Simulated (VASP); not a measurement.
# Si3C (P-6m2) in VASP: a series of runs, part 2 of 2

VASP 6.6.1. Earlier steps stand in the parts before.

### 4 Single point, PBE, collinear spin, ferromagnetic start

Contents of INCAR:

```
PREC = Accurate
ENCUT = 600
EDIFF = 1E-6
ISMEAR = 0
SIGMA = 0.1
LREAL = F
LASPH = T
NELM = 200
ALGO = Normal
ISIF = 2
LWAVE = F
LCHARG = F
ISPIN = 2
MAGMOM = 0 0 0 1
LORBIT = 11
GGA = PE
NBANDS = 20
GGA_COMPAT = F
```

Contents of KPOINTS:

```
Automatic mesh
0
Gamma
  6 6 2
```

Contents of POSCAR:

```
Si3C
1.0
    2.7996751128      0.0000000000      0.0000000000
   -1.3998375564      2.4245897701      0.0000000000
    0.0000000000      0.0000000000      7.6451662623
Si C
3 1
Direct
    0.3333333333      0.6666666667      0.8418020351
    0.3333333333      0.6666666667      0.1581979649
    0.6666666667      0.3333333333      0.5000000000
    0.6666666667      0.3333333333      0.0000000000
```

Potentials or basis: VASP PAW PBE potentials, release 64 (Si, C).

Started as:

```bash
$ cat potpaw_PBE.64/Si/POTCAR potpaw_PBE.64/C/POTCAR > POTCAR
$ mpirun -np 1 vasp_std > vasp.out
```

OUTCAR:

```text
PREC = Accurate
   ENCUT = 600
   EDIFF = 1E-6
   ISMEAR = 0
   LREAL = F
   LASPH = T
   NELM = 200
   ISIF = 2
   ISPIN = 2
   LORBIT = 11
   GGA = PE

 ion  position               nearest neighbor table
   1  0.333  0.667  0.842-   4 2.02   4 2.02   4 2.02   2 2.42   3 3.07   3 3.07   3 3.07
   2  0.333  0.667  0.158-   4 2.02   4 2.02   4 2.02   1 2.42   3 3.07   3 3.07   3 3.07
   3  0.667  0.333  0.500-   1 3.07   2 3.07   1 3.07   2 3.07   1 3.07   2 3.07
   4  0.667  0.333  0.000-   1 2.02   2 2.02   1 2.02   2 2.02   1 2.02   2 2.02

  LATTYP: Found a hexagonal cell.
 ALAT       =     2.7996751128
 C/A-ratio  =     2.7307333724

  Lattice vectors:

 A1 = (   2.7996751128,   0.0000000000,   0.0000000000)
 A2 = (  -1.3998375564,   2.4245897701,   0.0000000000)
 A3 = (   0.0000000000,   0.0000000000,   7.6451662623)

Analysis of symmetry for initial positions (statically):
=====================================================================
 Subroutine PRICEL returns:
 Original cell was already a primitive cell.

 Routine SETGRP: Setting up the symmetry group for a
 hexagonal supercell.

 Subroutine GETGRP returns: Found 12 space group operations
 (whereof 12 operations were pure point group operations)
 out of a pool of 24 trial point group operations.

The static configuration has the point symmetry D_3h.

Analysis of symmetry for dynamics (positions and initial velocities):
=====================================================================
 Subroutine PRICEL returns:
 Original cell was already a primitive cell.

 Routine SETGRP: Setting up the symmetry group for a
 hexagonal supercell.

 Subroutine GETGRP returns: Found 12 space group operations
 (whereof 12 operations were pure point group operations)
 out of a pool of 24 trial point group operations.

The dynamic configuration has the point symmetry D_3h.

Analysis of structural, dynamic, and magnetic symmetry:
=====================================================================
 Subroutine PRICEL returns:
 Original cell was already a primitive cell.

 Routine SETGRP: Setting up the symmetry group for a
 hexagonal supercell.

 Subroutine GETGRP returns: Found 12 space group operations
 (whereof 12 operations were pure point group operations)
 out of a pool of 24 trial point group operations.

The overall configuration has the point symmetry D_3h.

 Subroutine INISYM returns: Found 12 space group operations
 (whereof 12 operations are pure point group operations),
 and found     1 'primitive' translations

----------------------------------------------------------------------------------------

                                     Primitive cell

  volume of cell :      51.8959

  direct lattice vectors                    reciprocal lattice vectors
     2.799675113  0.000000000  0.000000000     0.357184302  0.206220453  0.000000000
    -1.399837556  2.424589770  0.000000000     0.000000000  0.412440905  0.000000000
     0.000000000  0.000000000  7.645166262     0.000000000  0.000000000  0.130801603

  length of vectors
     2.799675113  2.799675113  7.645166262     0.412440905  0.412440905  0.130801603

[... 65 lines left out ...]
   ISTART =      0    job   : 0-new  1-cont  2-samecut
   ICHARG =      2    charge: 1-file 2-atom 10-const
   ISPIN  =      2    spin polarized calculation?
   LNONCOLLINEAR =      F non collinear calculations
   LSORBIT =      F    spin-orbit coupling
   LASPH  =      T    aspherical Exc in radial PAW
   ENCUT  =  600.0 eV  44.10 Ry    6.64 a.u.   5.59  5.59 15.27*2*pi/ulx,y,z
   NELM   =    200;   NELMIN=  2; NELMDL= -5     # of ELM steps
   EDIFF  = 0.1E-05   stopping-criterion for ELM
   LREAL  =      F    real-space projection
[... 7 lines left out ...]
   TEBEG  =    0.0;   TEEND  =   0.0 temperature during run
   PSTRESS=    0.0 pullay stress
   NELECT =      16.0000    total number of electrons
   NUPDOWN=      -1.0000    fix difference up-down
   EMIN   =  10.00;   EMAX   =-10.00  energy-range for DOS
   EFERMI =   0.00;   METHOD = LEGACY
   ISMEAR =     0;   SIGMA  =   0.10  broadening in eV -4-tet -1-fermi 0-gaus
   EFERMI_NEDOS =   21; number of points for ismear=-14 and -15
   IALGO  =     38    algorithm
   IMIX   =      4    mixing-type and parameters
     AMIX     =   0.40;   BMIX     =  1.00
     AMIX_MAG =   1.60;   BMIX_MAG =  1.00
  volume/ion in A,a.u.               =      12.97        87.55
  Fermi-wavevector in a.u.,A,eV,Ry     =   1.105954  2.089951 16.641763  1.223135
  Thomas-Fermi vector in A             =   2.242449
   LORBIT       =     11    0 simple, 1 ext, 2 COOP (PROOUT), +10 PAW based schemes
   GGA     = PE    functional components
   LHFCALC =     F    Hartree Fock is set to
   AEXX    =    0.0000 exact exchange contribution
   IVDW    =     0    specifies the selected vdW correction
   LEPSILON=     F    determine dielectric tensor
   LRPA    =     F    only Hartree local field effects (RPA)
 spin polarized calculation
 Gauss-broadening in eV      SIGMA  =   0.10
  energy-cutoff  :      600.00
  volume of cell :       51.90
 maximum number of plane-waves:      1770
 NGX is ok and might be reduce to    24
   NGX = 11   NGY = 11   NGZ = 31

 number of electron      16.0000000 magnetization      -0.0030394

 number of electron      16.0000000 magnetization       0.0004577

 Free energy of the ion-electron system (eV)
  ---------------------------------------------------
  ext. energy  EPLUGINS =         0.00000000
  ---------------------------------------------------
  free energy    TOTEN  =       -22.36641519 eV

  energy without entropy =      -22.36101381  energy(sigma->0) =      -22.36371450

 E-fermi :   9.0754     XC(G=0): -11.1163

 val. band max:        9.0701324756   @ k =   0.3333   0.0000   0.5000
 cond. band min:       9.3452501516   @ k =   0.5000   0.0000   0.0000
 fundamental gap:      0.2751176759
 Fermi energy:         9.0753855631

 spin component 1

 k-point     1 :       0.0000    0.0000    0.0000
  band No.  band energies     occupation
      1      -7.9290      1.00000
      2      -2.5641      1.00000
      3      -2.4153      1.00000
      4       4.2131      1.00000
      5       4.5434      1.00000
      6       8.8492      0.99931
[... 298 lines left out ...]
      6       5.5634      1.00000
[... 12 lines left out ...]
     19      20.0750      0.00000
     20      22.9363      0.00000
 Fermi energy:         9.0753855631

 spin component 2

 k-point     1 :       0.0000    0.0000    0.0000
  band No.  band energies     occupation
      1      -7.9288      1.00000
      2      -2.5638      1.00000
      3      -2.4154      1.00000
      4       4.2133      1.00000
      5       4.5434      1.00000
      6       8.8493      0.99931
[... 311 lines left out ...]
     19      20.0753      0.00000
     20      22.9367      0.00000

------------------------ aborting loop because EDIFF is reached ----------------------------------------

  FORCE on cell =-STRESS in cart. coord.  units (eV):
  Direction    XX          YY          ZZ          XY          YZ          ZX
  --------------------------------------------------------------------------------------
  -------------------------------------------------------------------------------------
  Total        0.0221662      0.0221662     -0.0954832     -0.0000000      0.0000000     -0.0000000
  in kB        0.6843367      0.6843367     -2.9478455     -0.0000000      0.0000000     -0.0000000
  external PRESSURE =      -0.5263907 kB  Pullay stress =       0.0000000 kB

 VOLUME and BASIS-vectors are now :
 -----------------------------------------------------------------------------
  energy-cutoff  :      600.00
  volume of cell :       51.90
      direct lattice vectors                 reciprocal lattice vectors
     2.799675113  0.000000000  0.000000000     0.357184302  0.206220453  0.000000000
    -1.399837556  2.424589770  0.000000000     0.000000000  0.412440905  0.000000000
     0.000000000  0.000000000  7.645166262     0.000000000  0.000000000  0.130801603

 POSITION                                       TOTAL-FORCE (eV/Angst)
 -----------------------------------------------------------------------------------
     -0.00000      1.61639      6.43572        -0.000000     -0.000000      0.028112
     -0.00000      1.61639      1.20945         0.000000      0.000000     -0.028112
      1.39984      0.80820      3.82258        -0.000000      0.000000      0.000000
      1.39984      0.80820      0.00000        -0.000000     -0.000000      0.000000
 -----------------------------------------------------------------------------------
    total drift:                               -0.000000      0.000000      0.000000

  FREE ENERGIE OF THE ION-ELECTRON SYSTEM (eV)
  ---------------------------------------------------
  free  energy   TOTEN  =       -22.3664151874 eV

  energy  without entropy=      -22.3610138116  energy(sigma->0) =      -22.36371450

 total charge

# of ion       s       p       d       tot
------------------------------------------
    1        0.785   0.776   0.000   1.561
    2        0.785   0.776   0.000   1.561
    3        0.867   0.622   0.000   1.489
    4        0.851   1.637   0.000   2.488
--------------------------------------------------
tot          3.288   3.810   0.000   7.098

 magnetization (x)

# of ion       s       p       d       tot
------------------------------------------
    1        0.000   0.000   0.000   0.000
    2        0.000   0.000   0.000   0.000
    3       -0.000  -0.000   0.000  -0.000
    4       -0.000  -0.000   0.000  -0.000
--------------------------------------------------
tot         -0.000  -0.000   0.000  -0.000
```

OSZICAR:

```text
N       E                     dE             d eps       ncg     rms          rms(c)
DAV:   1     0.284612728715E+02    0.28461E+02   -0.68016E+03  1120   0.749E+02
DAV:   2    -0.215306676536E+02   -0.49992E+02   -0.45821E+02  1408   0.131E+02
DAV:   3    -0.240736876992E+02   -0.25430E+01   -0.25088E+01  1488   0.239E+01
DAV:   4    -0.240921498083E+02   -0.18462E-01   -0.18453E-01  1384   0.246E+00
DAV:   5    -0.240922900296E+02   -0.14022E-03   -0.14022E-03  1436   0.211E-01    0.940E+00
DAV:   6    -0.222856403093E+02    0.18066E+01   -0.37913E+00  1304   0.113E+01    0.423E+00
DAV:   7    -0.223743849058E+02   -0.88745E-01   -0.10427E+00  1328   0.411E+00    0.198E+00
DAV:   8    -0.223673925111E+02    0.69924E-02   -0.30874E-02  1332   0.101E+00    0.896E-01
DAV:   9    -0.223666192603E+02    0.77325E-03   -0.63504E-03  1332   0.493E-01    0.311E-01
DAV:  10    -0.223663366571E+02    0.28260E-03   -0.97780E-04  1448   0.172E-01    0.109E-01
DAV:  11    -0.223663988693E+02   -0.62212E-04   -0.29176E-04  1304   0.829E-02    0.630E-02
DAV:  12    -0.223664124801E+02   -0.13611E-04   -0.26079E-05  1460   0.295E-02    0.230E-02
DAV:  13    -0.223664146055E+02   -0.21254E-05   -0.46937E-06  1296   0.116E-02    0.870E-03
DAV:  14    -0.223664151874E+02   -0.58187E-06   -0.13308E-06   992   0.586E-03
   1 F= -.22366415E+02 E0= -.22363714E+02  d E =-.540138E-02  mag=     0.0000
```

Run time: 66 s. Hardware: 1 thread of AMD EPYC 7R43 (Zen 3), shared host; peak memory 0.16 GiB.

Results:

| Quantity | Value |
| --- | --- |
| Free energy | -22.3664 eV |
| Pressure | -0.1 GPa |
| Largest force | 0.028 eV/Å |
| Band gap on the k mesh | zero (filled and empty bands overlap) |
| Net moment | 0.00 μB per cell |
| Valence electrons inside the program's atomic spheres | Si 1.56, 1.49; C 2.49 |

Forces in eV/Å, atoms in the order of the input:
```
Si   0.000  0.000  0.028
Si   0.000  0.000 -0.028
Si   0.000  0.000  0.000
C    0.000  0.000  0.000
```

Stress tensor (GPa, compression positive):
```
 0.07  0.00  0.00
 0.00  0.07  0.00
 0.00  0.00 -0.29
```

Caveat: the k points lie up to 0.43 Å⁻¹ apart.

### 5 Single point, PBE, collinear spin, ferromagnetic start

This run uses another cell than the first one, of 14.60 Å³/atom, 1.125 times its volume.

Contents of INCAR:

```
SYSTEM = Si3C
PREC     = Accurate       ! precision mode
ENCUT    = 600            ! plane-wave cutoff, eV
EDIFF    = 1E-6           ! SCF threshold, eV
ISMEAR   = 0              ! smearing method
SIGMA    = 0.1            ! smearing width, eV
LREAL    = .False.        ! projectors in reciprocal space
LASPH    = .True.         ! aspherical terms in the spheres
NELM     = 200            ! most SCF steps
ALGO     = Normal         ! electronic algorithm
ISIF     = 2              ! what is computed and relaxed
LWAVE    = .False.        ! write WAVECAR
LCHARG   = .True.         ! write CHGCAR
ISPIN    = 2              ! spin polarisation
MAGMOM   = 0 0 0 1        ! initial moments
LORBIT   = 11             ! projections on sites
GGA      = PE             ! functional
LELF     = .True.         ! ELF
LVHAR    = .True.       
NBANDS   = 20             ! bands
GGA_COMPAT= .False.
```

Contents of KPOINTS:

```
regular mesh
0
Gamma
  6 6 2
  0 0 0
```

Contents of POSCAR:

```
Si3C
1.0
    2.7491144700      0.0000000000      0.0000000000
   -1.3745572400      2.3808029700      0.0000000000
    0.0000000000      0.0000000000      8.9230438500
Si C
3 1
Direct
    0.3333333300      0.6666666700      0.7500000000
    0.3333333300      0.6666666700      0.2500000000
    0.6666666700      0.3333333300      0.5000000000
    0.6666666700      0.3333333300      0.0000000000
```

Started as:

```bash
$ cat potpaw_PBE.64/Si/POTCAR potpaw_PBE.64/C/POTCAR > POTCAR
$ mpirun -np 1 vasp_std > vasp.out
```

Run time: 92 s. Hardware: 1 thread of AMD EPYC 7R43 (Zen 3), shared host; peak memory 0.19 GiB.

Results (log left out):

```
Free energy                                           : -18.9842 eV
Pressure                                              : -12.2 GPa
Largest force                                         : 1.645 eV/Å
Band gap on the k mesh                                : zero (filled and empty bands overlap)
Net moment                                            : 0.00 μB per cell
Valence electrons inside the program's atomic spheres : Si 1.49, 1.54; C 2.00
```

Forces in eV/Å, atoms in the order of the input:
```
Si   0.000  0.000  1.645
Si   0.000  0.000 -1.645
Si   0.000  0.000  0.000
C    0.000  0.000  0.000
```

Stress tensor (GPa, compression positive):
```
 -9.58   0.00   0.00
  0.00  -9.58   0.00
  0.00   0.00 -17.52
```

Levels at points of the mesh, in eV from the Fermi level:
Spin up:
| k point | band 5 | band 6 | band 7 | band 8 | band 9 | band 10 | band 11 | band 12 |
| --- | --- | --- | --- | --- | --- | --- | --- | --- |
| (0.00, 0.00, 0.00) | -5.96 | 0.80 | 1.50 | 3.28 | 3.28 | 8.37 | 8.37 | 8.40 |
| (0.50, 0.00, 0.00) | -5.51 | -4.71 | -2.08 | -1.31 | -1.16 | 1.06 | 1.72 | 3.68 |
| (0.00, 0.00, 0.50) | -3.32 | -2.74 | 3.28 | 3.28 | 4.53 | 6.77 | 8.34 | 8.34 |
| (0.50, 0.00, 0.50) | -5.18 | -3.77 | -3.11 | -3.10 | 1.23 | 1.74 | 1.81 | 3.05 |
Spin down:
| k point | band 6 | band 7 | band 8 | band 9 | band 10 | band 11 |
| --- | --- | --- | --- | --- | --- | --- |
| (0.00, 0.00, 0.00) | 0.80 | 1.50 | 3.28 | 3.28 | 8.37 | 8.37 |
| (0.50, 0.00, 0.00) | -4.71 | -2.08 | -1.31 | -1.16 | 1.06 | 1.72 |
| (0.00, 0.00, 0.50) | -2.74 | 3.28 | 3.28 | 4.53 | 6.77 | 8.34 |
| (0.50, 0.00, 0.50) | -3.77 | -3.11 | -3.10 | 1.23 | 1.74 | 1.81 |

Caveat: the k points lie up to 0.44 Å⁻¹ apart; forces of over 1 eV/Å act on the atoms, so gaps and moduli don't describe the material at rest.

### 6 The runs side by side

```csv
task,spin,cell,k mesh,gap on the mesh (eV),pressure (GPa),moment (μB),relaxed volume (Å³/atom),largest force (eV/Å)
relaxation of cell and atoms,off,"relaxed from a = 2.800, b = 2.800, c = 7.645 Å, angles 90.0, 90.0, 120.0°, 4 atoms",18 × 18 × 6,none,0.0,-,12.01,-
relaxation of cell and atoms,off,"relaxed from a = 2.888, b = 2.888, c = 6.653 Å, angles 90.0, 90.0, 120.0°, 4 atoms",18 × 18 × 8,none,-0.1,-,11.96,0.01
single point,"collinear, ferromagnetic start","a = 2.800, b = 2.800, c = 7.645 Å, angles 90.0, 90.0, 120.0°, 4 atoms",6 × 6 × 2,none,-0.1,0.00,-,0.03
single point,"collinear, ferromagnetic start","a = 2.749, b = 2.749, c = 8.923 Å, angles 90.0, 90.0, 120.0°, 4 atoms",6 × 6 × 2,none,-12.2,0.00,-,1.65
```

Alike in all rows: level PBE; potentials or basis VASP PAW PBE potentials, release 64 (Si, C); cutoff (eV) 600; smearing gaussian 0.1 eV.

Caveats: some runs use coarse meshes; forces of over 1 eV/Å act on the atoms, so gaps and moduli don't describe the material at rest (some runs).

Total energies depend on the potentials used, so only differences within one code and one set of settings carry meaning.
